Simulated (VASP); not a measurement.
Set up this calculation in VASP 6.6.1, as the native input.

* Task: single point
* Functional: PBE
* Potentials or basis: VASP PAW PBE potentials, release 64 (Cu, I)
* Cutoff: 520 eV
* k mesh: 8 × 8 × 8
* Occupations: fermi-dirac, width 0.02 eV
* Spin: no spin polarisation
* Dipole correction: no
* Further INCAR settings: ALGO = Normal; EDIFF = 1e-07; NBANDS = 16

The structure of CuI lies in POSCAR:

```
CuI
1.0
    0.0000000000      2.9517885324      2.9517885324
    2.9517885324      0.0000000000      2.9517885324
    2.9517885324      2.9517885324      0.0000000000
Cu I
1 1
Direct
    0.0000000000      0.0000000000      0.0000000000
    0.2500000000      0.2500000000      0.2500000000
```

This cell differs from its parent crystal: strain -2.0%.

One way to write it, as run:

INCAR

```
PREC = Accurate ; ENCUT = 520
EDIFF = 1E-7 ; ISMEAR = -1
SIGMA = 0.02 ; LREAL = False
LASPH = True ; NELM = 100
ALGO = Normal ; ISIF = 2
LWAVE = False ; LCHARG = False
GGA = PE ; NBANDS = 16
```

KPOINTS

```
Automatic mesh
0
Gamma
  8 8 8
```

Potentials or basis: VASP PAW PBE potentials, release 64 (Cu, I).

Run with:

```bash
$ cat potpaw_PBE.64/Cu/POTCAR potpaw_PBE.64/I/POTCAR > POTCAR
$ mpirun -np 1 vasp_std > vasp.out
```

Results of the run:

```json
{"Pressure": "4.4 GPa", "Band gap on the k mesh": "1.37 eV"}
```

Caveat: the cell differs from its parent crystal (strain -2.0%); the cell stands under pressure; spin-orbit coupling is left out, which moves the levels of the heavy elements.

Run time: 20 s on 1 thread of Intel(R) Xeon(R) Platinum 8259CL CPU @ 2.50GHz (Skylake/Cascade Lake), with other jobs on the host, peak memory 0.18 GiB.
